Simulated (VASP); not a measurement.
# Zn (Fm-3m) in VASP: further runs

Zn is run at these levels: PBE; tasks: single point.

All numbers are computed with VASP 6.6.1; they aren't measurements. Logs are shortened: lines on timing, memory, paths and dates and some standing lists are left out, and cuts for length are marked.

## Step 1: The cell of the first run

It takes space group Fm-3m (No. 225, cubic). The conventional cell has a = 3.929 Å, b = 3.929 Å, c = 3.929 Å, α = 90.00°, β = 90.00°, γ = 90.00°. Within 3.7 Å of Zn (site symmetry m-3m) lie 12 Zn at 2.78 Å.

This isn't the form of Zn at room conditions, which is hcp.

## Step 2: Single point, PBE

File INCAR:

```
SYSTEM = Zn
PREC = Accurate
ENCUT = 520
EDIFF = 1E-6
ISMEAR = 0
SIGMA = 0.1
LREAL = .FALSE.
LASPH = .TRUE.
NELM = 60
ALGO = Fast
ISIF = 2
LWAVE = .FALSE.
LCHARG = .TRUE.
GGA = PE
LELF = .TRUE.
LVHAR = .TRUE.
NBANDS = 19
```

File KPOINTS:

```
regular mesh
0
G
  16 16 10
  0 0 0
```

File POSCAR:

```
Zn
1.0
    1.9644034986      1.9644034986      0.0000000000
   -1.9644034986      1.9644034986      0.0000000000
    0.0000000000      0.0000000000      3.9288069971
Zn
2
Direct
    0.0000000000      0.0000000000      0.0000000000
    0.5000000000      0.5000000000      0.5000000000
```

Potentials or basis: VASP PAW PBE potentials, release 64 (Zn).

Command:

```
> cat potpaw_PBE.64/Zn/POTCAR > POTCAR
> mpirun -np 1 vasp_std > vasp.out
```

OUTCAR:

```text
SYSTEM = Zn
   PREC = Accurate
   ENCUT = 520
   EDIFF = 1E-6
   ISMEAR = 0
   LREAL = .FALSE.
   LASPH = .TRUE.
   NELM = 60
   ISIF = 2
   GGA = PE

 ion  position               nearest neighbor table
   1  0.000  0.000  0.000-   2 2.78   2 2.78   2 2.78   2 2.78   2 2.78   2 2.78   2 2.78   2 2.78

   2  0.500  0.500  0.500-   1 2.78   1 2.78   1 2.78   1 2.78   1 2.78   1 2.78   1 2.78   1 2.78

  LATTYP: Found a simple tetragonal cell.
 ALAT       =     2.7780860697
 C/A-ratio  =     1.4142135623

  Lattice vectors:

 A1 = (   1.9644034986,   1.9644034986,   0.0000000000)
 A2 = (  -1.9644034986,   1.9644034986,   0.0000000000)
 A3 = (   0.0000000000,   0.0000000000,   3.9288069971)

Analysis of symmetry for initial positions (statically):
=====================================================================
 Subroutine PRICEL returns following result:

  LATTYP: Found a face centered cubic cell.
 ALAT       =     3.9288069972

  Lattice vectors:

 A1 = (   0.0000000000,  -1.9644034986,  -1.9644034986)
 A2 = (   1.9644034986,   0.0000000000,  -1.9644034985)
 A3 = (   1.9644034986,  -1.9644034986,  -0.0000000000)

   2 primitive cells build up your supercell.

 Routine SETGRP: Setting up the symmetry group for a
 simple tetragonal supercell.

 Subroutine GETGRP returns: Found 16 space group operations
 (whereof 16 operations were pure point group operations)
 out of a pool of 16 trial point group operations.

The static configuration has the point symmetry D_4h.

Analysis of symmetry for dynamics (positions and initial velocities):
=====================================================================
 Subroutine PRICEL returns following result:

  LATTYP: Found a face centered cubic cell.
 ALAT       =     3.9288069972

  Lattice vectors:

 A1 = (   0.0000000000,  -1.9644034986,  -1.9644034986)
 A2 = (   1.9644034986,   0.0000000000,  -1.9644034985)
 A3 = (   1.9644034986,  -1.9644034986,  -0.0000000000)

   2 primitive cells build up your supercell.

 Routine SETGRP: Setting up the symmetry group for a
 simple tetragonal supercell.

 Subroutine GETGRP returns: Found 16 space group operations
 (whereof 16 operations were pure point group operations)
 out of a pool of 16 trial point group operations.

The dynamic configuration has the point symmetry D_4h.

 Subroutine INISYM returns: Found 16 space group operations
 (whereof 16 operations are pure point group operations),
 and found     2 'primitive' translations

----------------------------------------------------------------------------------------

                                     Primitive cell

  volume of cell :      15.1608

  direct lattice vectors                    reciprocal lattice vectors
     0.000000000 -1.964403499 -1.964403499    -0.254530192 -0.254530192 -0.254530192
     1.964403499  0.000000000 -1.964403499     0.254530192  0.254530192 -0.254530192
     1.964403499 -1.964403499 -0.000000000     0.254530192 -0.254530192  0.254530192

  length of vectors
     2.778086070  2.778086070  2.778086070     0.440859225  0.440859225  0.440859225

  position of ions in fractional coordinates (direct lattice)
     0.000000000  0.000000000  0.000000000

  ion indices of the primitive-cell ions
   primitive index   ion index
                 1           1

----------------------------------------------------------------------------------------

 KPOINTS: regular mesh

Automatic generation of k-mesh.
 Grid dimensions read from file:
 generate k-points for:   16   16   10

 Generating k-lattice:

  Cartesian coordinates                     Fractional coordinates (reciprocal lattice)
     0.015908137  0.015908137  0.000000000     0.062500000  0.000000000  0.000000000
    -0.015908137  0.015908137  0.000000000     0.000000000  0.062500000  0.000000000
     0.000000000  0.000000000  0.025453019     0.000000000  0.000000000  0.100000000

  Length of vectors
     0.022497503  0.022497503  0.025453019

  Shift w.r.t. Gamma in fractional coordinates (k-lattice)
     0.000000000  0.000000000  0.000000000

 Subroutine IBZKPT returns following result:
 ===========================================

 Found    270 irreducible k-points:

 Following reciprocal coordinates:
            Coordinates               Weight
  0.000000  0.000000  0.000000      1.000000
  0.062500  0.000000  0.000000      4.000000
  0.125000  0.000000  0.000000      4.000000
  0.187500  0.000000  0.000000      4.000000
  0.250000  0.000000  0.000000      4.000000
  0.312500  0.000000  0.000000      4.000000
[... 16 lines left out ...]
  0.437500  0.125000  0.000000      8.000000
  0.500000  0.125000  0.000000      4.000000
 [... further k-points ...]
   k-points           NKPTS =    270   k-points in BZ     NKDIM =    270   number of bands    NBANDS=     19
   number of dos      NEDOS =    301   number of ions     NIONS =      2
   total plane-waves  NPLWV =  17280
   dimension x,y,z NGX =    24 NGY =   24 NGZ =   30
   dimension x,y,z NGXF=    48 NGYF=   48 NGZF=   60
   ions per type =               2
   NGX,Y,Z   is equivalent  to a cutoff of  14.36, 14.36, 12.69 a.u.
   NGXF,Y,Z  is equivalent  to a cutoff of  28.72, 28.72, 25.39 a.u.
 SYSTEM =  Zn
   PREC   = accura    normal or accurate (medium, high low for compatibility)
   ISTART =      0    job   : 0-new  1-cont  2-samecut
   ICHARG =      2    charge: 1-file 2-atom 10-const
   ISPIN  =      1    spin polarized calculation?
   LNONCOLLINEAR =      F non collinear calculations
   LSORBIT =      F    spin-orbit coupling
   LASPH  =      T    aspherical Exc in radial PAW
   ENCUT  =  520.0 eV  38.22 Ry    6.18 a.u.   5.17  5.17  7.30*2*pi/ulx,y,z
   NELM   =     60;   NELMIN=  2; NELMDL= -5     # of ELM steps
   EDIFF  = 0.1E-05   stopping-criterion for ELM
   LREAL  =      F    real-space projection
   EDIFFG = 0.1E-04   stopping-criterion for IOM
   NSW    =      0    number of steps for IOM
   IBRION =     -1    ionic relax: 0-MD 1-quasi-New 2-CG
   NFREE  =      0    steps in history (QN), initial steepest desc. (CG)
   ISIF   =      2    stress and relaxation
   ISYM   =      2    0-nonsym 1-usesym 2-fastsym
   POTIM  = 0.5000    time-step for ionic-motion
   TEBEG  =    0.0;   TEEND  =   0.0 temperature during run
   PSTRESS=    0.0 pullay stress
   NELECT =      24.0000    total number of electrons
   NUPDOWN=      -1.0000    fix difference up-down
   EMIN   =  10.00;   EMAX   =-10.00  energy-range for DOS
   EFERMI =   0.00;   METHOD = LEGACY
   ISMEAR =     0;   SIGMA  =   0.10  broadening in eV -4-tet -1-fermi 0-gaus
   EFERMI_NEDOS =   21; number of points for ismear=-14 and -15
   IALGO  =     68    algorithm
   IMIX   =      4    mixing-type and parameters
     AMIX     =   0.40;   BMIX     =  1.00
     AMIX_MAG =   1.60;   BMIX_MAG =  1.00
  volume/ion in A,a.u.               =      15.16       102.31
  Fermi-wavevector in a.u.,A,eV,Ry     =   1.514356  2.861717 31.201874  2.293273
  Thomas-Fermi vector in A             =   2.624024
   LORBIT       =      0    0 simple, 1 ext, 2 COOP (PROOUT), +10 PAW based schemes
   GGA     = PE    functional components
   LHFCALC =     F    Hartree Fock is set to
   AEXX    =    0.0000 exact exchange contribution
   IVDW    =     0    specifies the selected vdW correction
   LEPSILON=     F    determine dielectric tensor
   LRPA    =     F    only Hartree local field effects (RPA)
 non-spin polarized calculation
 RMM-DIIS sequential band-by-band and
 Gauss-broadening in eV      SIGMA  =   0.10
  energy-cutoff  :      520.00
  volume of cell :       30.32
 maximum number of plane-waves:       832
 NGX is ok and might be reduce to    24
   NGX = 11   NGY = 11   NGZ = 15

 number of electron      24.0000004 magnetization

 Free energy of the ion-electron system (eV)
  ---------------------------------------------------
  ext. energy  EPLUGINS =         0.00000000
  ---------------------------------------------------
  free energy    TOTEN  =        -2.17142059 eV

  energy without entropy =       -2.16762588  energy(sigma->0) =       -2.16952324

 E-fermi :   3.0522     XC(G=0): -11.5799

 val. band max:        3.0377783167   @ k =   0.3750   0.3125   0.1000
 cond. band min:       3.0582174742   @ k =   0.3750   0.1250   0.2000
 fundamental gap:      0.0204391576
 Fermi energy:         3.0522370859

 k-point     1 :       0.0000    0.0000    0.0000
  band No.  band energies     occupation
      1      -7.2710      2.00000
      2      -5.2210      2.00000
      3      -5.1439      2.00000
      4      -4.5326      2.00000
      5      -4.5323      2.00000
      6      -4.5323      2.00000
[... 11 lines left out ...]
     18      21.3661      0.00000
     19      21.3704      0.00000

 k-point     2 :       0.0625    0.0000    0.0000
  band No.  band energies     occupation
      1      -7.1922      2.00000
      2      -5.2005      2.00000
      3      -5.1270      2.00000
      4      -4.5404      2.00000
      5      -4.5242      2.00000
      6      -4.5210      2.00000
[... 11 lines left out ...]
     18      20.2374      0.00000
     19      20.2944      0.00000

 k-point     3 :       0.1250    0.0000    0.0000
  band No.  band energies     occupation
      1      -6.9584      2.00000
      2      -5.1498      2.00000
      3      -5.0703      2.00000
      4      -4.5630      2.00000
      5      -4.5003      2.00000
      6      -4.4895      2.00000
[... 11 lines left out ...]
     18      18.4554      0.00000
     19      19.3179      0.00000

 k-point     4 :       0.1875    0.0000    0.0000
  band No.  band energies     occupation
      1      -6.5791      2.00000
      2      -5.0872      2.00000
      3      -4.9690      2.00000
      4      -4.5959      2.00000
      5      -4.4618      2.00000
      6      -4.4491      2.00000
[... 407 lines left out ...]
     18      16.4933      0.00000
     19      21.2725      0.00000

 k-point    23 :       0.4375    0.1250    0.0000
  band No.  band energies     occupation
      1      -4.7789      2.00000
      2      -4.7775      2.00000
      3      -4.7110      2.00000
      4      -4.7055      2.00000
      5      -4.6315      2.00000
      6      -4.5530      2.00000
[... 11 lines left out ...]
     18      15.0621      0.00000
     19      21.9245      0.00000

 k-point    24 :       0.5000    0.1250    0.0000
  band No.  band energies     occupation
      1      -4.7572      2.00000
      2      -4.7572      2.00000
      3      -4.6918      2.00000
      4      -4.6918      2.00000
      5      -4.6158      2.00000
      6      -4.6158      2.00000
[... 11 lines left out ...]
     18      13.7645      0.00000
     19      22.2822      0.00000

 [... further k-points ...]

------------------------ aborting loop because EDIFF is reached ----------------------------------------

  FORCE on cell =-STRESS in cart. coord.  units (eV):
  Direction    XX          YY          ZZ          XY          YZ          ZX
  --------------------------------------------------------------------------------------
  -------------------------------------------------------------------------------------
  Total       -0.0479335     -0.0479335      0.0399987      0.0000000     -0.0000000     -0.0000000
  in kB       -2.5327787     -2.5327787      2.1135127      0.0000000     -0.0000000     -0.0000000
  external PRESSURE =      -0.9840149 kB  Pullay stress =       0.0000000 kB

 VOLUME and BASIS-vectors are now :
 -----------------------------------------------------------------------------
  energy-cutoff  :      520.00
  volume of cell :       30.32
      direct lattice vectors                 reciprocal lattice vectors
     1.964403499  1.964403499  0.000000000     0.254530192  0.254530192  0.000000000
    -1.964403499  1.964403499  0.000000000    -0.254530192  0.254530192  0.000000000
     0.000000000  0.000000000  3.928806997     0.000000000  0.000000000  0.254530192

 POSITION                                       TOTAL-FORCE (eV/Angst)
 -----------------------------------------------------------------------------------
      0.00000      0.00000      0.00000        -0.000000      0.000000     -0.000000
      0.00000      1.96440      1.96440         0.000000     -0.000000      0.000000
 -----------------------------------------------------------------------------------
    total drift:                               -0.000000      0.000000     -0.000000

  FREE ENERGIE OF THE ION-ELECTRON SYSTEM (eV)
  ---------------------------------------------------
  free  energy   TOTEN  =        -2.1714205942 eV

  energy  without entropy=       -2.1676258767  energy(sigma->0) =       -2.16952324
```

Wall time 3.5 min (1 thread of AMD EPYC 7R13, shared host); peak memory 0.21 GiB.

What came out:

```
Free energy            : -2.1714 eV
Pressure               : -0.1 GPa
Band gap on the k mesh : zero (bands 12 and 13 overlap by 3.63 eV)
```

Levels at points of the mesh, in eV from the Fermi level:
```
           k point  band 10  band 11  band 12  band 13  band 14  band 15
(0.00, 0.00, 0.00)    -6.85    -6.85    -0.96     1.77     8.47     8.47
(0.50, 0.00, 0.00)    -7.19    -4.54    -4.54     5.12     5.12     5.80
(0.50, 0.50, 0.00)    -6.85    -0.96    -0.96     1.77     1.77     8.47
(0.00, 0.00, 0.50)    -7.07    -6.99    -6.99    11.51    11.51    11.51
(0.50, 0.00, 0.50)    -6.92    -2.87    -2.87    -1.34    -1.34    15.29
(0.50, 0.50, 0.50)    -6.85     2.29     2.29     2.29     2.29     3.15
```

## Step 3: Single point, PBE (equal strain along all axes, cell held: +1.0 %)

File INCAR:

```
ALGO     = Fast           # electronic algorithm
EDIFF    = 1E-6           # SCF threshold, eV
ENCUT    = 520            # plane-wave cutoff, eV
GGA      = PE             # functional
ISIF     = 2              # what is computed and relaxed
ISMEAR   = 0              # smearing method
LASPH    = True           # aspherical terms in the spheres
LCHARG   = True           # write CHGCAR
LELF     = True           # ELF
LREAL    = False          # projectors in reciprocal space
LVHAR    = True         
LWAVE    = False          # write WAVECAR
NBANDS   = 19             # bands
NELM     = 80             # most SCF steps
PREC     = Accurate       # precision mode
SIGMA    = 0.1            # smearing width, eV
```

File KPOINTS:

```
k-points
0
Gamma
  16 16 10
```

File POSCAR:

```
Zn
1.0
    1.9840475335      1.9840475335      0.0000000000
   -1.9840475335      1.9840475335      0.0000000000
    0.0000000000      0.0000000000      3.9680950671
Zn
2
Direct
    0.0000000000      0.0000000000      0.0000000000
    0.5000000000      0.5000000000      0.5000000000
```

Potentials or basis: VASP PAW PBE potentials, release 64 (Zn).

Command:

```
> cat potpaw_PBE.64/Zn/POTCAR > POTCAR
> mpirun -np 1 vasp_std > vasp.out
```

OUTCAR:

```text
EDIFF = 1E-6
   ENCUT = 520
   GGA = PE
   ISIF = 2
   ISMEAR = 0
   LASPH = True
   LREAL = False
   NELM = 80
   PREC = Accurate

 ion  position               nearest neighbor table
   1  0.000  0.000  0.000-   2 2.81   2 2.81   2 2.81   2 2.81   2 2.81   2 2.81   2 2.81   2 2.81

   2  0.500  0.500  0.500-   1 2.81   1 2.81   1 2.81   1 2.81   1 2.81   1 2.81   1 2.81   1 2.81

  LATTYP: Found a simple tetragonal cell.
 ALAT       =     2.8058669303
 C/A-ratio  =     1.4142135624

  Lattice vectors:

 A1 = (   1.9840475335,   1.9840475335,   0.0000000000)
 A2 = (  -1.9840475335,   1.9840475335,   0.0000000000)
 A3 = (   0.0000000000,   0.0000000000,   3.9680950671)

Analysis of symmetry for initial positions (statically):
=====================================================================
 Subroutine PRICEL returns following result:

  LATTYP: Found a face centered cubic cell.
 ALAT       =     3.9680950670

  Lattice vectors:

 A1 = (   0.0000000000,  -1.9840475335,  -1.9840475335)
 A2 = (   1.9840475335,   0.0000000000,  -1.9840475336)
 A3 = (   1.9840475335,  -1.9840475335,   0.0000000000)

   2 primitive cells build up your supercell.
[... 177 lines left out ...]

  energy without entropy =       -2.16371198  energy(sigma->0) =       -2.16562621

 E-fermi :   2.8360     XC(G=0): -11.4243

 val. band max:        2.8248033022   @ k =   0.3750   0.1250   0.2000
 cond. band min:       2.8379557606   @ k =   0.3750   0.3750   0.0000
 fundamental gap:      0.0131524584
 Fermi energy:         2.8359657488

 k-point     1 :       0.0000    0.0000    0.0000
  band No.  band energies     occupation
      1      -7.2445      2.00000
      2      -5.3086      2.00000
      3      -5.2410      2.00000
      4      -4.6654      2.00000
      5      -4.6650      2.00000
      6      -4.6650      2.00000
[... 505 lines left out ...]
      6      -4.7382      2.00000
[... 11 lines left out ...]
     18      13.3450      0.00000
     19      21.6988      0.00000

 [... further k-points ...]

------------------------ aborting loop because EDIFF is reached ----------------------------------------

  FORCE on cell =-STRESS in cart. coord.  units (eV):
  Direction    XX          YY          ZZ          XY          YZ          ZX
  --------------------------------------------------------------------------------------
  -------------------------------------------------------------------------------------
  Total       -0.4203391     -0.4203391     -0.3228104      0.0000000      0.0000000     -0.0000000
  in kB      -21.5572897    -21.5572897    -16.5554852      0.0000000      0.0000000     -0.0000000
  external PRESSURE =     -19.8900216 kB  Pullay stress =       0.0000000 kB

 VOLUME and BASIS-vectors are now :
 -----------------------------------------------------------------------------
  energy-cutoff  :      520.00
  volume of cell :       31.24
      direct lattice vectors                 reciprocal lattice vectors
     1.984047534  1.984047534  0.000000000     0.252010091  0.252010091  0.000000000
    -1.984047534  1.984047534  0.000000000    -0.252010091  0.252010091  0.000000000
     0.000000000  0.000000000  3.968095067     0.000000000  0.000000000  0.252010091

 POSITION                                       TOTAL-FORCE (eV/Angst)
 -----------------------------------------------------------------------------------
      0.00000      0.00000      0.00000        -0.000000      0.000000      0.000000
      0.00000      1.98405      1.98405         0.000000     -0.000000      0.000000
 -----------------------------------------------------------------------------------
    total drift:                               -0.000000      0.000000     -0.000000

  FREE ENERGIE OF THE ION-ELECTRON SYSTEM (eV)
  ---------------------------------------------------
  free  energy   TOTEN  =        -2.1675404506 eV

  energy  without entropy=       -2.1637119780  energy(sigma->0) =       -2.16562621
```

OSZICAR:

```text
N       E                     dE             d eps       ncg     rms          rms(c)
DAV:   1     0.112980911844E+03    0.11298E+03   -0.12583E+04 10652   0.199E+03
DAV:   2     0.282860698708E+01   -0.11015E+03   -0.10675E+03 10321   0.295E+02
DAV:   3    -0.231818159372E+01   -0.51468E+01   -0.51269E+01 11291   0.698E+01
DAV:   4    -0.235031587254E+01   -0.32134E-01   -0.32126E-01 11377   0.571E+00
DAV:   5    -0.235035854530E+01   -0.42673E-04   -0.42672E-04 11113   0.186E-01    0.369E+00
RMM:   6    -0.217867675542E+01    0.17168E+00   -0.65414E-01 11676   0.956E+00    0.293E+00
RMM:   7    -0.217179357814E+01    0.68832E-02   -0.18830E-02 12156   0.194E+00    0.145E+00
RMM:   8    -0.216756585508E+01    0.42277E-02   -0.51482E-03 11218   0.634E-01    0.977E-02
RMM:   9    -0.216758460953E+01   -0.18754E-04   -0.15177E-03 12449   0.557E-01    0.997E-02
RMM:  10    -0.216753844596E+01    0.46164E-04   -0.26873E-04 12202   0.179E-01    0.142E-02
RMM:  11    -0.216754013607E+01   -0.16901E-05   -0.15854E-05 12111   0.493E-02    0.252E-03
RMM:  12    -0.216754045060E+01   -0.31453E-06   -0.64924E-07  7101   0.100E-02
   1 F= -.21675405E+01 E0= -.21656262E+01  d E =-.382847E-02
```

stdout:

```text
POSCAR found type information on POSCAR Zn
 POSCAR found :  1 types and       2 ions
 scaLAPACK will be used
 LDA part: xc-table for (Slater+PW92), standard interpolation
 POSCAR, INCAR and KPOINTS ok, starting setup
 FFT: planning ... GRIDC
 FFT: planning ... GRID_SOFT
 FFT: planning ... GRID
 WAVECAR not read
 entering main loop
```

Run time: 3.3 min. Hardware: 1 thread of AMD EPYC 7R13, shared host; peak memory 0.22 GiB.

What came out:

* Free energy: -2.1675 eV
* Pressure: -2.0 GPa
* Band gap on the k mesh: zero (bands 12 and 13 overlap by 3.66 eV)

Caveat: the cell differs from its parent crystal (equal strain along all axes, cell held: +1.0 %).

(Part 1 of 2 ends here.)
